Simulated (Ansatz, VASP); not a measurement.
# ZnS in VASP and in Ansatz

Contents of INCAR:

```
SYSTEM = ZnS
PREC = Accurate ; ENCUT = 520
EDIFF = 1E-6 ; ISMEAR = -1
SIGMA = 0.05 ; LREAL = .FALSE.
LASPH = .TRUE. ; NELM = 100
ALGO = Normal ; ISIF = 2
LWAVE = .FALSE. ; LCHARG = .FALSE.
GGA = CA ; NBANDS = 16
```

KPOINTS

```
regular mesh
0
G
  12 12 12
  0 0 0
```

The input POSCAR:

```
ZnS
1.0
    0.0000000000      2.5379177133      2.5379177133
    2.5379177133      0.0000000000      2.5379177133
    2.5379177133      2.5379177133      0.0000000000
Zn S
1 1
Direct
    0.0000000000      0.0000000000      0.0000000000
    0.2500000000      0.2500000000      0.2500000000
```

Input for Ansatz:

```yaml
crystal:
  lattice:
    - [0.0, 2.5379177133, 2.5379177133]
    - [2.5379177133, 0.0, 2.5379177133]
    - [2.5379177133, 2.5379177133, 0.0]
  atoms:
    - { symbol: Zn, position: [0.0, 0.0, 0.0] }
    - { symbol: S, position: [0.25, 0.25, 0.25] }
kpoints:
  mp_grid: { grid: [12, 12, 12] }
scf:
  occupations: { method: fermi_dirac, width: 0.05 }
hamiltonian:
  xc: lda
  pseudopotentials: { kind: paw }
output:
  forces: true
  stress: true
  eigenvalues: true
  populations: true
```

Change from the starting cell: volume scaled by 0.88, PAW files.

Alike in both runs: task single point; functional LDA; k mesh 12 × 12 × 12; occupations fermi-dirac, width 0.05 eV; no spin polarisation.

```csv
,VASP,Ansatz
version,VASP 6.6.1,Ansatz 0.2.0
potentials or method,"VASP PAW LDA potentials, release 64 (Zn, S)","PAW with Ansatz's default frozen-core files, scalar-relativistic"
plane-wave cutoff (eV),520,420
valence electrons in the cell,18,18
```

VASP gave:

- gap on the k mesh at the Fermi level (eV): 2.73
- pressure (GPa): 15.1

Problem. Estimate Ansatz's values.

Solution. gap on the k mesh at the Fermi level (eV): 2.72; pressure (GPa): 14.7.

LDA's correlation is that of Perdew and Zunger in VASP and of Perdew and Wang (1992) in Ansatz.
